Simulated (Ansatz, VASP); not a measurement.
Two plane-wave programs on CO2

```
C O
1.0
    10.90000    0.00000    0.00000
     0.00000    9.20000    0.00000
     0.00000    0.00000   10.70000
C O
1 2
Direct
  0.50000 0.49978 0.50000
  0.58913 0.50022 0.43919
  0.41087 0.50022 0.56081
```

Alike in both runs: task relaxation of the atoms; functional PBE; dispersion D3(BJ); k mesh 1 × 1 × 1; occupations gaussian, width 0.01 eV; no spin polarisation.

|  | VASP | Ansatz |
| --- | --- | --- |
| version | VASP 6.6.1 | Ansatz 0.2.0 |
| potentials or method | VASP PAW PBE potentials, release 64 (C, O), cutoff 520 eV | scalar-relativistic, plane waves, PAW |
| valence electrons in the cell | 16 | 16 |

|  | VASP | Ansatz | Ansatz less VASP |
| --- | --- | --- | --- |
| gap on the k mesh at the Fermi level, each at its own relaxed structure (eV) | 7.96 | 7.99 | +0.023 |

Noted on VASP's run: the standard files for N, O and F lose accuracy on very short bonds.
